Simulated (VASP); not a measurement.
Set up this calculation in VASP 6.6.1, as the native input.

```
Task                   : single point
Functional             : PBE
Potentials or basis    : VASP PAW PBE potentials, release 64 (Tm_3, Mg, C), 4f in core
Cutoff                 : 600 eV
k mesh                 : 3 × 3 × 3
Occupations            : gaussian, width 0.2 eV
Spin                   : no spin polarisation
Dipole correction      : no
Mended                 : yes
Further INCAR settings : ALGO = Normal; EDIFF = 1e-06; NBANDS = 39
```

The structure of Tm2MgC2 lies in POSCAR:

```
Tm2MgC2
1.0
    5.4165389569      0.0000000000      0.0000000000
    0.0000000000      5.4165389569      0.0000000000
    0.0000000000      0.0000000000      5.4165389569
Tm Mg C
4 2 4
Direct
    0.7500000000      0.7500000000      0.7500000000
    0.2500000000      0.2500000000      0.7500000000
    0.2500000000      0.7500000000      0.2500000000
    0.7500000000      0.2500000000      0.2500000000
    0.0000000000      0.0000000000      0.0000000000
    0.5000000000      0.5000000000      0.5000000000
    0.2500000000      0.2500000000      0.2500000000
    0.7500000000      0.7500000000      0.2500000000
    0.7500000000      0.2500000000      0.7500000000
    0.2500000000      0.7500000000      0.7500000000
```

The cell was built from a structure type or drawn by symmetry, and may not be a known phase.

These files were run (other wordings do the same):

INCAR

```
SYSTEM = Tm2MgC2
PREC = Accurate ; ENCUT = 600
EDIFF = 1E-6 ; ISMEAR = 0
SIGMA = 0.2 ; LREAL = .FALSE.
LASPH = .TRUE. ; NELM = 200
ALGO = Normal ; ISIF = 2
LWAVE = .FALSE. ; LCHARG = .FALSE.
GGA = PE ; NBANDS = 39
GGA_COMPAT = .FALSE. ; LMAXMIX = 6
```

KPOINTS

```
Automatic mesh
0
G
  3 3 3
  0 0 0
```

Potentials or basis: VASP PAW PBE potentials, release 64 (Tm_3, Mg, C), 4f in core.

Launch:

```bash
$ cat potpaw_PBE.64/Tm_3/POTCAR potpaw_PBE.64/Mg/POTCAR potpaw_PBE.64/C/POTCAR > POTCAR
$ mpirun -np 1 vasp_std > vasp.out
```

It gave:

```json
{
 "Pressure": "0.6 GPa",
 "Band gap on the k mesh": "zero (bands 28 and 29 overlap by 0.10 eV)"
}
```

Caveat: the k points lie up to 0.39 Å⁻¹ apart; spin-orbit coupling is left out, which moves the levels of the heavy elements; the 4f electrons are frozen in the core, so they carry no moment and show no levels.

Run time: 46 s on 1 thread of Intel(R) Xeon(R) Platinum 8259CL CPU @ 2.50GHz (Skylake/Cascade Lake), with other jobs on the host, peak memory 0.32 GiB.
